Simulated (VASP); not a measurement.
Write the native input for VASP 6.6.1 that does the following.

| Property | Result |
| --- | --- |
| Task | single point |
| Functional | PBEsol |
| Potentials or basis | VASP PAW PBE potentials, release 64 (Zn, Se) |
| Cutoff | 520 eV |
| k mesh | 6 × 6 × 6 |
| Occupations | gaussian, width 0.05 eV |
| Spin | no spin polarisation |
| Dipole correction | no |
| Further INCAR settings | ALGO = Normal; EDIFF = 1e-06; NBANDS = 60 |

The structure of ZnSe2 lies in POSCAR:

```
ZnSe2
1.0
    6.6883990145      0.0000000000      0.0000000000
    0.0000000000      6.6883990145      0.0000000000
    0.0000000000      0.0000000000      6.2971276721
Zn Se
4 8
Direct
    0.5000000000      0.5000000000      0.0000000000
    0.5000000000      0.0000000000      0.5000000000
    0.0000000000      0.5000000000      0.5000000000
    0.0000000000      0.0000000000      0.0000000000
    0.1099579274      0.8900420726      0.3900420726
    0.8900420726      0.3900420726      0.1099579274
    0.3900420726      0.1099579274      0.8900420726
    0.6099579274      0.6099579274      0.6099579274
    0.8900420726      0.1099579274      0.6099579274
    0.1099579274      0.6099579274      0.8900420726
    0.6099579274      0.8900420726      0.1099579274
    0.3900420726      0.3900420726      0.3900420726
```

The input as run:

INCAR

```
PREC = Accurate ; ENCUT = 520
EDIFF = 1E-6 ; ISMEAR = 0
SIGMA = 0.05 ; LREAL = False
LASPH = True ; NELM = 60
ALGO = Normal ; ISIF = 2
LWAVE = False ; LCHARG = True
GGA = PS ; LVHAR = True
NBANDS = 60 ; KPAR = 4
```

KPOINTS

```
regular mesh
0
Gamma
  6 6 6
```

Potentials or basis: VASP PAW PBE potentials, release 64 (Zn, Se).

The run is started by

```console
$ cat potpaw_PBE.64/Zn/POTCAR potpaw_PBE.64/Se/POTCAR > POTCAR
$ mpirun -np 4 vasp_std > vasp.out
```

Results of the run:

```yaml
Pressure: -7.7 GPa
Largest_force: 0.682 eV/Å
Band_gap_on_the_k_mesh: 0.56 eV (least direct gap 0.72 eV)
```

Caveat: the cell stands under tension; the PAW data sets were made with another functional, which shifts forces and pressure a little.

Run time: 4.1 min on 4 MPI ranks on AMD EPYC 7R43 64-Core Processor (Zen 3) (shared host), peak memory 0.85 GiB a rank.
